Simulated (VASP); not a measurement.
Wanted: the native input for a VASP 6.6.1 run.

- Task: relaxation of cell and atoms
- Functional: r2SCAN
- Dispersion: rVV10
- Potentials or basis: VASP PAW PBE potentials, release 64 (Mg, I)
- Cutoff: 600 eV
- k mesh: 6 × 6 × 6
- Occupations: fermi-dirac, width 0.02 eV
- Spin: no spin polarisation
- Dipole correction: no
- Further INCAR settings: ALGO = Normal; EDIFF = 1e-06; IBRION = 2; EDIFFG = -0.005; NSW = 80; ISIF = 3

MgI2:

```
Mg I
1.0
     2.06355    1.19139    6.83918
    -2.06355    1.19139    6.83918
     0.00000   -2.38278    6.83918
Mg I
1 2
Direct
  0.00000 0.00000 0.00000
  0.25167 0.25167 0.25167
  0.74833 0.74833 0.74833
```

The input as run:

POSCAR

```
MgI2
1.0
    2.0635450209      1.1913882733      6.8391765399
   -2.0635450209      1.1913882733      6.8391765399
    0.0000000000     -2.3827765466      6.8391765399
Mg I
1 2
Direct
    0.0000000000      0.0000000000      0.0000000000
    0.2516701081      0.2516701081      0.2516701081
    0.7483298919      0.7483298919      0.7483298919
```

INCAR.step1

```
PREC = Accurate ; ENCUT = 600
ISMEAR = -1 ; SIGMA = 0.02
LREAL = False ; LASPH = True
NELM = 80 ; GGA = PE
ALGO = Normal ; EDIFF = 1E-4
LWAVE = True ; LCHARG = False
```

INCAR.step2

```
PREC = Accurate ; ENCUT = 600
EDIFF = 1E-6 ; ISMEAR = -1
SIGMA = 0.02 ; LREAL = False
LASPH = True ; NELM = 80
ALGO = Normal ; ISIF = 3
LWAVE = False ; LCHARG = False
METAGGA = R2SCAN ; LMIXTAU = True
LUSE_VDW = True ; IVDW_NL = 2
BPARAM = 11.95 ; CPARAM = 0.0093
IBRION = 2 ; NSW = 80
EDIFFG = -0.005 ; ISTART = 1
```

KPOINTS

```
regular mesh
0
Gamma
  6 6 6
```

Potentials or basis: VASP PAW PBE potentials, release 64 (Mg, I).

Run with:

```console
$ cat potpaw_PBE.64/Mg/POTCAR potpaw_PBE.64/I/POTCAR > POTCAR
$ cp INCAR.step1 INCAR
$ mpirun -np 1 vasp_std > vasp.out
$ cp INCAR.step2 INCAR
$ mpirun -np 1 vasp_std > vasp.out
```

It gave:

```
Relaxed volume                        : 34.41 Å³/atom
Relaxed cell                          : a = 7.313 Å, b = 7.313 Å, c = 7.313 Å, α = 33.00°, β = 33.00°, γ = 33.00°
Space group after relaxing (to 0.1 Å) : R-3m (No. 166)
Energy gained by relaxing             : 1.2 meV/atom
Ionic steps                           : 11
Pressure after relaxing               : 0.0 GPa
Band gap on the k mesh                : 3.78 eV (least direct gap 4.21 eV)
```

Caveat: the PAW data sets were made with another functional, which shifts forces and pressure a little; spin-orbit coupling is left out, which moves the levels of the heavy elements.

Run time: 87 min on 1 thread of AMD EPYC 7R13 Processor (Zen 3), on a shared host, peak memory 1.3 GiB.
